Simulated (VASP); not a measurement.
Wanted: the native input for a VASP 6.6.1 run.

```yaml
Task: single point
Functional: PBEsol
Potentials_or_basis: VASP PAW PBE potentials, release 64 (Ni, Al, F)
Cutoff: 520 eV
k_mesh: 10 × 10 × 1
Occupations: gaussian, width 0.1 eV
Spin: no spin polarisation
Dipole_correction: yes
Further_INCAR_settings: ALGO = Normal; EDIFF = 1e-06; NBANDS = 38
```

The structure of Al3Ni4F lies in POSCAR:

```
Al3Ni4F
1.0
    2.8621655520      0.0000000000      0.0000000000
    0.0000000000      2.8621655520      0.0000000000
    0.0000000000      0.0000000000     27.5864966560
Ni Al F
4 3 1
Direct
    0.5000000000      0.5000000000      0.3081217636
    0.5000000000      0.5000000000      0.4118741750
    0.5000000000      0.5000000000      0.5151566241
    0.5000000000      0.5000000000      0.6155564649
    0.0000000000      0.0000000000      0.3599979693
    0.0000000000      0.0000000000      0.4633164702
    0.0000000000      0.0000000000      0.5667937095
    0.0000000000      0.5000000000      0.6615688239
```

The input as run:

INCAR

```
PREC     = Accurate       # precision mode
ENCUT    = 520            # plane-wave cutoff, eV
EDIFF    = 1E-6           # SCF threshold, eV
ISMEAR   = 0              # smearing method
SIGMA    = 0.1            # smearing width, eV
LREAL    = F              # projectors in reciprocal space
LASPH    = T              # aspherical terms in the spheres
NELM     = 100            # most SCF steps
ALGO     = Normal         # electronic algorithm
ISIF     = 2              # what is computed and relaxed
LWAVE    = F              # write WAVECAR
LCHARG   = T              # write CHGCAR
LDIPOL   = T            
IDIPOL   = 3            
DIPOL    = 0.5 0.5 0.488
GGA      = PS             # functional
LELF     = T              # ELF
LVHAR    = T            
LVACPOTAV= T            
NBANDS   = 38             # bands
```

KPOINTS

```
regular mesh
0
Gamma
  10 10 1
```

Potentials or basis: VASP PAW PBE potentials, release 64 (Ni, Al, F).

Command:

```console
$ cat potpaw_PBE.64/Ni/POTCAR potpaw_PBE.64/Al/POTCAR potpaw_PBE.64/F/POTCAR > POTCAR
$ mpirun -np 1 vasp_std > vasp.out
```

Results of the run:

```
Largest force          : 0.994 eV/Å
Band gap on the k mesh : zero (band 28 reaches 0.26 eV, above the bottom of band 29 at -0.67 eV)
```

Caveat: the PAW data sets were made with another functional, which shifts forces and pressure a little; the run has no spin polarisation, though such a crystal can be magnetic.

Wall time 15 min on 1 thread of Intel Xeon 6975P-C, with other jobs on the host, peak memory 0.52 GiB.
